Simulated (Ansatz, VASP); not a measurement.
## Two plane-wave programs on PbO

```
Pb O
1.0
     4.05732    0.00000    0.00000
     0.00000    4.05732    0.00000
     0.00000    0.00000    5.55732
Pb O
2 2
Direct
  0.00000 0.50000 0.21409
  0.50000 0.00000 0.78591
  0.00000 0.00000 0.00000
  0.50000 0.50000 0.00000
```

Alike in both runs: functional PBE; k mesh 8 × 8 × 6; occupations gaussian, width 0.02 eV; no spin polarisation.

Ansatz relaxed the structure, and its values are those at the end. VASP's run is a single point on that final structure, the one shown.

```csv
,VASP,Ansatz
version,VASP 6.6.1,Ansatz 0.2.0
potentials or method,"VASP PAW PBE potentials, release 64 (Pb_d, O), cutoff 520 eV","scalar-relativistic, plane waves, PAW"
valence electrons in the cell,40,40
```

Ansatz gave:

- gap on the k mesh at the Fermi level (eV): 1.77
- least direct gap on the mesh (eV): 1.93
- pressure (GPa): 0.0
- rms of the force components (eV/Å): 0.003

Which values does VASP return?

gap on the k mesh at the Fermi level (eV): 1.78; least direct gap on the mesh (eV): 1.92; pressure (GPa): 0.1; rms of the force components (eV/Å): 0.012.

Spin-orbit coupling is off throughout.
